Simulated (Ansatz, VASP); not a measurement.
## W in VASP and in Ansatz

```xyz
1
Lattice="0.0000 2.0567 2.0567 2.0567 0.0000 2.0567 2.0567 2.0567 0.0000" Properties=species:S:1:pos:R:3 pbc="T T T"
W     0.0000    0.0000    0.0000
```

Change from the starting cell: volume scaled by 1.04.

Alike in both runs: task single point; functional PBEsol; k mesh 14 × 14 × 14; occupations fermi-dirac, width 0.05 eV; no spin polarisation.

|  | VASP | Ansatz |
| --- | --- | --- |
| version | VASP 6.6.1 | Ansatz 0.2.0 |
| potentials or method | VASP PAW PBE potentials, release 64 (W_sv), cutoff 520 eV | all-electron LAPW, scalar-relativistic |

Ansatz gave:

```
pressure (GPa) : -21.5
```

Q: What did VASP give for the same quantities?

A: Pressure (GPa): -21.3.

VASP's potentials were made for PBE, not for PBEsol. Ansatz ran all-electron here, and VASP with PAW potentials.

Spin-orbit coupling is off throughout.
